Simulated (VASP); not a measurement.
Input of a VASP 6.6.1 run:

Contents of INCAR:

```
SYSTEM = P
PREC     = Accurate       ! precision mode
ENCUT    = 520            ! plane-wave cutoff, eV
EDIFF    = 1E-6           ! SCF threshold, eV
ISMEAR   = 0              ! smearing method
SIGMA    = 0.05           ! smearing width, eV
LREAL    = .FALSE.        ! projectors in reciprocal space
LASPH    = .TRUE.         ! aspherical terms in the spheres
NELM     = 60             ! most SCF steps
ALGO     = Normal         ! electronic algorithm
ISIF     = 2              ! what is computed and relaxed
LWAVE    = .FALSE.        ! write WAVECAR
LCHARG   = .TRUE.         ! write CHGCAR
GGA      = PS             ! functional
LELF     = .TRUE.         ! ELF
LVHAR    = .TRUE.       
NBANDS   = 30             ! bands
```

File KPOINTS:

```
Automatic mesh
0
G
  6 6 6
  0 0 0
```

Contents of POSCAR:

```
P
1.0
    4.6294112731     -4.0855502189     -0.0101430400
    4.6294112731      4.0855502189     -0.0101430400
   -0.0342585451      0.0000000000      5.5589750547
P
8
Direct
    0.8512742797      0.8512742797      0.2375644293
    0.1487257203      0.1487257203      0.7624355707
    0.7191783959      0.7191783959      0.5855434286
    0.2808216041      0.2808216041      0.4144565714
    0.5015958456      0.7783891987      0.2493767515
    0.2216108013      0.4984041544      0.7506232485
    0.4984041544      0.2216108013      0.7506232485
    0.7783891987      0.5015958456      0.2493767515
```

Potentials or basis: VASP PAW PBE potentials, release 64 (P).

Command:

```sh
$ cat potpaw_PBE.64/P/POTCAR > POTCAR
$ mpirun -np 1 vasp_std > vasp.out
```

Estimate the largest force.

2.024 eV/Å.

What does it give for the pressure?

-5.1 GPa.

Estimate the band gap on the k mesh.

2.02 eV (least direct gap 2.41 eV).

Forces on the atoms (eV/Å):
```
P   -1.312  0.000  0.726
P    1.312  0.000 -0.726
P   -0.069  0.000 -2.023
P    0.069  0.000  2.023
P    0.684 -1.113  0.647
P   -0.684 -1.113 -0.647
P   -0.684  1.113 -0.647
P    0.684  1.113  0.647
```

Caveat: the cell differs from its parent crystal (strain +0.025 along x and y, +0.050 along z); the cell stands under tension; this functional lacks dispersion, which holds the molecules together, so the pressure and a relaxed volume are unreliable; the PAW data sets were made with another functional, which shifts forces and pressure a little. A k mesh can miss the band edges.
